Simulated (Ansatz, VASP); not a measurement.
KF in VASP and in Ansatz

```xyz
2
Lattice="0.1091 2.5812 2.5812 2.5812 0.1091 2.5812 2.5812 2.5812 0.1091" Properties=species:S:1:pos:R:3 pbc="T T T"
K     0.0000    0.0000    0.0000
F     2.6357    2.6357    2.6357
```

Alike in both runs: task single point; functional LDA; k mesh 8 × 8 × 8; occupations gaussian, width 0.05 eV; no spin polarisation.

|  | VASP | Ansatz |
| --- | --- | --- |
| version | VASP 6.6.1 | Ansatz 0.2.0 |
| potentials or method | VASP PAW LDA potentials, release 64 (K_sv, F), cutoff 520 eV | scalar-relativistic, plane waves, PAW |
| valence electrons in the cell | 16 | 16 |

|  | VASP | Ansatz | Ansatz less VASP |
| --- | --- | --- | --- |
| gap on the k mesh at the Fermi level (eV) | 6.70 | 6.72 | +0.021 |
| least direct gap on the mesh (eV) | 6.70 | 6.72 | +0.021 |
| pressure (GPa) | 3.6 | 3.2 | -0.37 |
| traceless stress, the component that is largest in VASP (GPa) | -0.57 | -0.59 | -0.020 |

LDA's correlation is that of Perdew and Zunger in VASP and of Perdew and Wang (1992) in Ansatz.
